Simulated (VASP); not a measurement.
Input of a VASP 6.6.1 run:

The input INCAR:

```
SYSTEM = Ru
PREC = Accurate
ENCUT = 520
EDIFF = 1E-7
ISMEAR = 0
SIGMA = 0.15
LREAL = .FALSE.
LASPH = .TRUE.
NELM = 100
ALGO = Fast
ISIF = 2
LWAVE = .FALSE.
LCHARG = .FALSE.
GGA = CA
NBANDS = 21
```

KPOINTS

```
regular mesh
0
G
  21 21 12
  0 0 0
```

File POSCAR:

```
Ru
1.0
    2.7057993342      0.0000000000      0.0000000000
   -1.3528996671      2.3432909610      0.0000000000
    0.0000000000      0.0000000000      4.1534430000
Ru
2
Direct
    0.3333333333      0.6666666667      0.2500000000
    0.6666666667      0.3333333333      0.7500000000
```

Potentials or basis: VASP PAW LDA potentials, release 64 (Ru_pv).

Command:

```bash
$ cat potpaw_LDA.64/Ru_pv/POTCAR > POTCAR
$ mpirun -np 1 vasp_std > vasp.out
```

(1) Predict the band gap on the k mesh.

(2) Predict the pressure.

## Answers

(1) zero (bands 14 and 15 overlap by 3.30 eV).

(2) -0.4 GPa.

Caveat: the cell differs from its parent crystal (strain +0.000 along x and y, -0.030 along z); the stress differs along the axes, from -5 to 9 GPa.
